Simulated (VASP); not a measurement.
# ZnAu (Pm-3m) in VASP: further runs

The runs below take ZnAu through single point, with r2SCAN.

Everything below comes from runs of VASP 6.6.1. Logs are shortened: lines on timing, memory, paths and dates and some standing lists are left out, and cuts for length are marked.

### Step 1. The cell of the first run

Symmetry: Pm-3m, No. 221, cubic system. The conventional cell has a = 3.147 Å, b = 3.147 Å, c = 3.147 Å, α = 90.00°, β = 90.00°, γ = 90.00°. Zn (site symmetry m-3m) has 8 Au at 2.73 Å and 6 Zn at 3.15 Å within 3.6 Å. Within 3.6 Å of Au (site symmetry m-3m) lie 8 Zn at 2.73 Å and 6 Au at 3.15 Å.

### Step 2. Single point, r2SCAN

POSCAR

```
ZnAu
1.0
    3.1470000000      0.0000000000      0.0000000000
    0.0000000000      3.1470000000      0.0000000000
    0.0000000000      0.0000000000      3.1470000000
Zn Au
1 1
Direct
    0.5000000000      0.5000000000      0.5000000000
    0.0000000000      0.0000000000      0.0000000000
```

INCAR.step1

```
SYSTEM = ZnAu
ALGO = Normal
EDIFF = 1E-4
ENCUT = 520
GGA = PE
ISMEAR = 0
LASPH = .True.
LCHARG = .False.
LREAL = .False.
LWAVE = .True.
NBANDS = 18
NELM = 100
PREC = Accurate
SIGMA = 0.1
```

INCAR.step2

```
SYSTEM = ZnAu
ALGO = Normal
EDIFF = 1E-6
ENCUT = 520
ISIF = 2
ISMEAR = 0
ISTART = 1
LASPH = .True.
LCHARG = .False.
LMIXTAU = .True.
LREAL = .False.
LWAVE = .False.
METAGGA = R2SCAN
NBANDS = 18
NELM = 100
PREC = Accurate
SIGMA = 0.1
```

KPOINTS

```
k-points
0
Gamma
  6 6 6
  0 0 0
```

Potentials or basis: VASP PAW PBE potentials, release 64 (Zn, Au).

Started as:

```sh
> cat potpaw_PBE.64/Zn/POTCAR potpaw_PBE.64/Au/POTCAR > POTCAR
> cp INCAR.step1 INCAR
> mpirun -np 1 vasp_std > vasp.out
> cp INCAR.step2 INCAR
> mpirun -np 1 vasp_std > vasp.out
```

OUTCAR:

```text
SYSTEM = ZnAu
   EDIFF = 1E-6
   ENCUT = 520
   ISIF = 2
   ISMEAR = 0
   ISTART = 1
   LASPH = .True.
   LREAL = .False.
   METAGGA = R2SCAN
   NELM = 100
   PREC = Accurate

 ion  position               nearest neighbor table
   1  0.500  0.500  0.500-   2 2.73   2 2.73   2 2.73   2 2.73   2 2.73   2 2.73   2 2.73   2 2.73

   2  0.000  0.000  0.000-   1 2.73   1 2.73   1 2.73   1 2.73   1 2.73   1 2.73   1 2.73   1 2.73

  LATTYP: Found a simple cubic cell.
 ALAT       =     3.1470000000

  Lattice vectors:

 A1 = (   3.1470000000,   0.0000000000,   0.0000000000)
 A2 = (   0.0000000000,   3.1470000000,   0.0000000000)
 A3 = (   0.0000000000,   0.0000000000,   3.1470000000)

Analysis of symmetry for initial positions (statically):
=====================================================================
 Subroutine PRICEL returns:
 Original cell was already a primitive cell.

 Routine SETGRP: Setting up the symmetry group for a
 simple cubic supercell.

 Subroutine GETGRP returns: Found 48 space group operations
 (whereof 48 operations were pure point group operations)
 out of a pool of 48 trial point group operations.

The static configuration has the point symmetry O_h .

Analysis of symmetry for dynamics (positions and initial velocities):
=====================================================================
 Subroutine PRICEL returns:
 Original cell was already a primitive cell.

 Routine SETGRP: Setting up the symmetry group for a
 simple cubic supercell.

 Subroutine GETGRP returns: Found 48 space group operations
 (whereof 48 operations were pure point group operations)
 out of a pool of 48 trial point group operations.

The dynamic configuration has the point symmetry O_h .

 Subroutine INISYM returns: Found 48 space group operations
 (whereof 48 operations are pure point group operations),
 and found     1 'primitive' translations

----------------------------------------------------------------------------------------

                                     Primitive cell

  volume of cell :      31.1667

  direct lattice vectors                    reciprocal lattice vectors
     3.147000000  0.000000000  0.000000000     0.317762949  0.000000000  0.000000000
     0.000000000  3.147000000  0.000000000     0.000000000  0.317762949  0.000000000
     0.000000000  0.000000000  3.147000000     0.000000000  0.000000000  0.317762949

  length of vectors
     3.147000000  3.147000000  3.147000000     0.317762949  0.317762949  0.317762949

  position of ions in fractional coordinates (direct lattice)
     0.500000000  0.500000000  0.500000000
     0.000000000  0.000000000  0.000000000

  ion indices of the primitive-cell ions
   primitive index   ion index
                 1           1
                 2           2

----------------------------------------------------------------------------------------

 KPOINTS: k-points

Automatic generation of k-mesh.
 Grid dimensions read from file:
 generate k-points for:    6    6    6

 Generating k-lattice:

  Cartesian coordinates                     Fractional coordinates (reciprocal lattice)
     0.052960491  0.000000000  0.000000000     0.166666667  0.000000000  0.000000000
     0.000000000  0.052960491  0.000000000     0.000000000  0.166666667  0.000000000
     0.000000000  0.000000000  0.052960491     0.000000000  0.000000000  0.166666667

  Length of vectors
     0.052960491  0.052960491  0.052960491

  Shift w.r.t. Gamma in fractional coordinates (k-lattice)
     0.000000000  0.000000000  0.000000000

 Subroutine IBZKPT returns following result:
 ===========================================

 Found     20 irreducible k-points:

 Following reciprocal coordinates:
            Coordinates               Weight
  0.000000  0.000000  0.000000      1.000000
  0.166667  0.000000  0.000000      6.000000
  0.333333  0.000000  0.000000      6.000000
  0.500000  0.000000  0.000000      3.000000
  0.166667  0.166667  0.000000     12.000000
  0.333333  0.166667  0.000000     24.000000
[... 12 lines left out ...]
  0.500000  0.500000  0.333333      6.000000
  0.500000  0.500000  0.500000      1.000000
   k-points           NKPTS =     20   k-points in BZ     NKDIM =     20   number of bands    NBANDS=     18
   number of dos      NEDOS =    301   number of ions     NIONS =      2
   total plane-waves  NPLWV =  13824
   dimension x,y,z NGX =    24 NGY =   24 NGZ =   24
   dimension x,y,z NGXF=    48 NGYF=   48 NGZF=   48
   ions per type =               1   1
   NGX,Y,Z   is equivalent  to a cutoff of  12.68, 12.68, 12.68 a.u.
   NGXF,Y,Z  is equivalent  to a cutoff of  25.36, 25.36, 25.36 a.u.
 SYSTEM =  ZnAu
   PREC   = accura    normal or accurate (medium, high low for compatibility)
   ISTART =      1    job   : 0-new  1-cont  2-samecut
   ICHARG =      0    charge: 1-file 2-atom 10-const
   ISPIN  =      1    spin polarized calculation?
   LNONCOLLINEAR =      F non collinear calculations
   LSORBIT =      F    spin-orbit coupling
   LASPH  =      T    aspherical Exc in radial PAW
   ENCUT  =  520.0 eV  38.22 Ry    6.18 a.u.   5.85  5.85  5.85*2*pi/ulx,y,z
   NELM   =    100;   NELMIN=  2; NELMDL=  0     # of ELM steps
   EDIFF  = 0.1E-05   stopping-criterion for ELM
   LREAL  =      F    real-space projection
   EDIFFG = 0.1E-04   stopping-criterion for IOM
   NSW    =      0    number of steps for IOM
   IBRION =     -1    ionic relax: 0-MD 1-quasi-New 2-CG
   NFREE  =      0    steps in history (QN), initial steepest desc. (CG)
   ISIF   =      2    stress and relaxation
   ISYM   =      2    0-nonsym 1-usesym 2-fastsym
   POTIM  = 0.5000    time-step for ionic-motion
   TEBEG  =    0.0;   TEEND  =   0.0 temperature during run
   PSTRESS=    0.0 pullay stress
   NELECT =      23.0000    total number of electrons
   NUPDOWN=      -1.0000    fix difference up-down
   EMIN   =  10.00;   EMAX   =-10.00  energy-range for DOS
   EFERMI =   0.00;   METHOD = LEGACY
   ISMEAR =     0;   SIGMA  =   0.10  broadening in eV -4-tet -1-fermi 0-gaus
   EFERMI_NEDOS =   21; number of points for ismear=-14 and -15
   IALGO  =     38    algorithm
   IMIX   =      4    mixing-type and parameters
     AMIX     =   0.40;   BMIX     =  1.00
     AMIX_MAG =   1.60;   BMIX_MAG =  1.00
  volume/ion in A,a.u.               =      15.58       105.16
  Fermi-wavevector in a.u.,A,eV,Ry     =   1.479406  2.795672 29.778283  2.188642
  Thomas-Fermi vector in A             =   2.593568
   LORBIT       =      0    0 simple, 1 ext, 2 COOP (PROOUT), +10 PAW based schemes
   METAGGA = R2SCAN    functional components
   LHFCALC =     F    Hartree Fock is set to
   AEXX    =    0.0000 exact exchange contribution
   IVDW    =     0    specifies the selected vdW correction
   LEPSILON=     F    determine dielectric tensor
   LRPA    =     F    only Hartree local field effects (RPA)
 non-spin polarized calculation
 Gauss-broadening in eV      SIGMA  =   0.10
  energy-cutoff  :      520.00
  volume of cell :       31.17
 maximum number of plane-waves:       848
 NGX is ok and might be reduce to    24
   NGX = 11   NGY = 11   NGZ = 11

 number of electron      23.0000000 magnetization

 Free energy of the ion-electron system (eV)
  ---------------------------------------------------
  ext. energy  EPLUGINS =         0.00000000
  ---------------------------------------------------
  free energy    TOTEN  =       -59.88803500 eV

  energy without entropy =      -59.87791641  energy(sigma->0) =      -59.88297571

 E-fermi :   7.1217     XC(G=0): -13.4254

 val. band max:        6.5265535452   @ k =   0.3333   0.1667   0.0000
 cond. band min:       7.1516189021   @ k =   0.3333   0.3333   0.0000
 fundamental gap:      0.6250653569
 Fermi energy:         7.1217448915

 k-point     1 :       0.0000    0.0000    0.0000
  band No.  band energies     occupation
      1      -4.0380      2.00000
      2      -1.5207      2.00000
      3      -1.5207      2.00000
      4      -0.8099      2.00000
      5      -0.8099      2.00000
      6      -0.8099      2.00000
[... 10 lines left out ...]
     17      19.5186      0.00000
     18      26.1577      0.00000

 k-point     2 :       0.1667    0.0000    0.0000
  band No.  band energies     occupation
      1      -3.5310      2.00000
      2      -1.4135      2.00000
      3      -1.3803      2.00000
      4      -0.8143      2.00000
      5      -0.8143      2.00000
      6      -0.7702      2.00000
[... 10 lines left out ...]
     17      22.0405      0.00000
     18      25.6241      0.00000

 k-point     3 :       0.3333    0.0000    0.0000
  band No.  band energies     occupation
      1      -2.1712      2.00000
      2      -1.1711      2.00000
      3      -1.1069      2.00000
      4      -0.8158      2.00000
      5      -0.8158      2.00000
      6      -0.6881      2.00000
[... 10 lines left out ...]
     17      22.2925      0.00000
     18      22.3269      0.00000

 k-point     4 :       0.5000    0.0000    0.0000
  band No.  band energies     occupation
      1      -1.0969      2.00000
      2      -1.0297      2.00000
      3      -0.8828      2.00000
      4      -0.8121      2.00000
      5      -0.8121      2.00000
      6      -0.6455      2.00000
[... 291 lines left out ...]
      4      -0.7945      2.00000
      5      -0.6487      2.00000
      6       0.3045      2.00000
[... 10 lines left out ...]
     17      17.2925      0.00000
     18      18.5772      0.00000

 k-point    19 :       0.5000    0.5000    0.3333
  band No.  band energies     occupation
      1      -1.2077      2.00000
      2      -1.1211      2.00000
      3      -1.1211      2.00000
      4      -0.8374      2.00000
      5      -0.4761      2.00000
      6       0.2509      2.00000
[... 10 lines left out ...]
     17      15.4808      0.00000
     18      15.4808      0.00000

 k-point    20 :       0.5000    0.5000    0.5000
  band No.  band energies     occupation
      1      -1.0809      2.00000
      2      -1.0809      2.00000
      3      -1.0809      2.00000
      4      -0.4739      2.00000
      5      -0.4739      2.00000
      6       0.1969      2.00000
[... 10 lines left out ...]
     17      13.1794      0.00000
     18      13.1794      0.00000

------------------------ aborting loop because EDIFF is reached ----------------------------------------

  FORCE on cell =-STRESS in cart. coord.  units (eV):
  Direction    XX          YY          ZZ          XY          YZ          ZX
  --------------------------------------------------------------------------------------
  -------------------------------------------------------------------------------------
  Total        0.1295779      0.1295779      0.1295779     -0.0000000     -0.0000000      0.0000000
  in kB        6.6611840      6.6611840      6.6611840     -0.0000000     -0.0000000      0.0000000
  external PRESSURE =       6.6611840 kB  Pullay stress =       0.0000000 kB

 VOLUME and BASIS-vectors are now :
 -----------------------------------------------------------------------------
  energy-cutoff  :      520.00
  volume of cell :       31.17
      direct lattice vectors                 reciprocal lattice vectors
     3.147000000  0.000000000  0.000000000     0.317762949  0.000000000  0.000000000
     0.000000000  3.147000000  0.000000000     0.000000000  0.317762949  0.000000000
     0.000000000  0.000000000  3.147000000     0.000000000  0.000000000  0.317762949

 POSITION                                       TOTAL-FORCE (eV/Angst)
 -----------------------------------------------------------------------------------
      1.57350      1.57350      1.57350         0.000000      0.000000      0.000000
      0.00000      0.00000      0.00000         0.000000      0.000000      0.000000
 -----------------------------------------------------------------------------------
    total drift:                                0.000000      0.000000     -0.000000

  FREE ENERGIE OF THE ION-ELECTRON SYSTEM (eV)
  ---------------------------------------------------
  free  energy   TOTEN  =       -59.8880350042 eV

  energy  without entropy=      -59.8779164127  energy(sigma->0) =      -59.88297571
```

Wall time 75 s (1 thread of Intel Xeon 8259CL, shared host); peak memory 0.15 GiB.

What came out:

* Free energy: -59.8880 eV
* Pressure: 0.7 GPa
* Band gap on the k mesh: zero (an odd number of electrons rules out a gap without spin polarisation)

Caveat: the PAW data sets were made with another functional, which shifts forces and pressure a little; spin-orbit coupling is left out, which moves the levels of the heavy elements.

### Step 3. Single point, r2SCAN (14.67 Å³/atom)

This run uses another cell than the first one, of 14.67 Å³/atom.

POSCAR

```
ZnAu
1.0
    3.0842213502      0.0000000000      0.0000000000
    0.0000000000      3.0842213502      0.0000000000
    0.0000000000      0.0000000000      3.0842213502
Zn Au
1 1
Direct
    0.5000000000      0.5000000000      0.5000000000
    0.0000000000      0.0000000000      0.0000000000
```

INCAR.step1

```
SYSTEM = ZnAu
PREC = Accurate ; ENCUT = 520
ISMEAR = 0 ; SIGMA = 0.1
LREAL = .False. ; LASPH = .True.
NELM = 100 ; NBANDS = 18
GGA = PE ; ALGO = Normal
EDIFF = 1E-4 ; LWAVE = .True.
LCHARG = .False.
```

INCAR.step2

```
SYSTEM = ZnAu
PREC = Accurate ; ENCUT = 520
EDIFF = 1E-7 ; ISMEAR = 0
SIGMA = 0.1 ; LREAL = .False.
LASPH = .True. ; NELM = 100
ALGO = Normal ; ISIF = 2
LWAVE = .False. ; LCHARG = .False.
METAGGA = R2SCAN ; LMIXTAU = .True.
NBANDS = 18 ; ISTART = 1
```

KPOINTS

```
regular mesh
0
Gamma
  14 14 14
  0 0 0
```

Potentials or basis: VASP PAW PBE potentials, release 64 (Zn, Au).

Started as:

```sh
> cat potpaw_PBE.64/Zn/POTCAR potpaw_PBE.64/Au/POTCAR > POTCAR
> cp INCAR.step1 INCAR
> mpirun -np 1 vasp_std > vasp.out
> cp INCAR.step2 INCAR
> mpirun -np 1 vasp_std > vasp.out
```

Run time: 2.8 min. Hardware: 1 thread of Intel Xeon 8259CL, shared host; peak memory 0.2 GiB.

The run converged. Its results:

```
Free energy            : -59.8745 eV
Pressure               : 10.5 GPa
Band gap on the k mesh : zero (an odd number of electrons rules out a gap without spin polarisation)
```

Levels at points of the mesh, in eV from the Fermi level:
```csv
k point,band 10,band 11,band 12,band 13,band 14,band 15
"(0.00, 0.00, 0.00)",-4.13,-4.13,5.36,5.36,5.36,10.26
"(0.50, 0.00, 0.00)",-5.51,-4.33,-2.59,10.88,11.92,11.92
"(0.50, 0.50, 0.00)",-3.49,-2.33,-2.33,1.03,3.12,11.40
"(0.50, 0.50, 0.50)",-3.44,1.96,3.91,3.91,3.91,4.16
```

Caveat: the cell stands under pressure; the PAW data sets were made with another functional, which shifts forces and pressure a little; spin-orbit coupling is left out, which moves the levels of the heavy elements.

The gap in the log of VASP goes by the Fermi energy; the results here count the filled bands.